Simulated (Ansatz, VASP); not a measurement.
## InP3: VASP beside Ansatz

Contents of POSCAR:

```
InP3
1.0
    3.7414989631      2.1601554335      3.2344818702
   -3.7414989631      2.1601554335      3.2344818702
    0.0000000000     -4.3203108670      3.2344818702
In P
2 6
Direct
    0.2702520051      0.2702520051      0.2702520051
    0.7297479949      0.7297479949      0.7297479949
    0.7982893833      0.2446976833      0.7982893833
    0.7982893833      0.7982893833      0.2446976833
    0.2446976833      0.7982893833      0.7982893833
    0.2017106167      0.7553023167      0.2017106167
    0.7553023167      0.2017106167      0.2017106167
    0.2017106167      0.2017106167      0.7553023167
```

The input INCAR.step1:

```
SYSTEM = InP3
ALGO = Normal ; EDIFF = 1E-5
ENCUT = 550 ; GGA = PE
GGA_COMPAT = .False. ; ISMEAR = 0
LASPH = .True. ; LCHARG = .False.
LREAL = .False. ; LWAVE = .True.
NBANDS = 38 ; NELM = 120
PREC = Accurate ; SIGMA = 0.15
```

Contents of INCAR.step2:

```
SYSTEM = InP3
ALGO = Normal ; EDIFF = 1E-6
ENCUT = 550 ; GGA_COMPAT = .False.
ISIF = 2 ; ISMEAR = 0
ISTART = 1 ; LASPH = .True.
LCHARG = .False. ; LMIXTAU = .True.
LREAL = .False. ; LWAVE = .False.
METAGGA = R2SCAN ; NBANDS = 38
NELM = 120 ; PREC = Accurate
SIGMA = 0.15
```

File KPOINTS:

```
k-points
0
Gamma
  6 6 6
  0 0 0
```

Input for Ansatz:

```yaml
crystal:
  lattice:
    - [3.7414989631, 2.1601554335, 3.2344818702]
    - [-3.7414989631, 2.1601554335, 3.2344818702]
    - [0.0, -4.320310867, 3.2344818702]
  atoms:
    - { symbol: In, position: [0.2702520051, 0.2702520051, 0.2702520051] }
    - { symbol: In, position: [0.7297479949, 0.7297479949, 0.7297479949] }
    - { symbol: P, position: [0.7982893833, 0.2446976833, 0.7982893833] }
    - { symbol: P, position: [0.7982893833, 0.7982893833, 0.2446976833] }
    - { symbol: P, position: [0.2446976833, 0.7982893833, 0.7982893833] }
    - { symbol: P, position: [0.2017106167, 0.7553023167, 0.2017106167] }
    - { symbol: P, position: [0.7553023167, 0.2017106167, 0.2017106167] }
    - { symbol: P, position: [0.2017106167, 0.2017106167, 0.7553023167] }
basis:
  ecutwfc: 500
kpoints:
  mp_grid: { grid: [6, 6, 6] }
hamiltonian:
  xc: r2scan
scf:
  occupations: { method: gaussian, width: 0.15 }
output:
  forces: true
  stress: true
  eigenvalues: true
```

Change from the starting cell: strain +0.000 along x and y, -0.040 along z, atoms carried along.

Alike in both runs: task single point; functional r2SCAN; k mesh 6 × 6 × 6; occupations gaussian, width 0.15 eV; no spin polarisation.

```csv
,VASP,Ansatz
version,VASP 6.6.1,Ansatz 0.2.0
potentials or method,"VASP PAW PBE potentials, release 64 (In_d, P), cutoff 550 eV","scalar-relativistic, plane waves, PAW"
valence electrons in the cell,56,56
```

Ansatz gave:

```
gap on the k mesh at the Fermi level (eV)                     : none
pressure (GPa)                                                : 2.8
traceless stress, the component that is largest in VASP (GPa) : 1.61
rms of the force components (eV/Å)                            : 0.179
```

Q: Estimate VASP's values.

A: gap on the k mesh at the Fermi level (eV): none; pressure (GPa): 2.4; traceless stress, the component that is largest in VASP (GPa): 1.75; rms of the force components (eV/Å): 0.133.

VASP's potentials were made for PBE, not for r2SCAN. Atom by atom the forces differ by 0.052 eV/Å (rms over components). A gap of «none» marks a metal or a gap that the smearing closes.
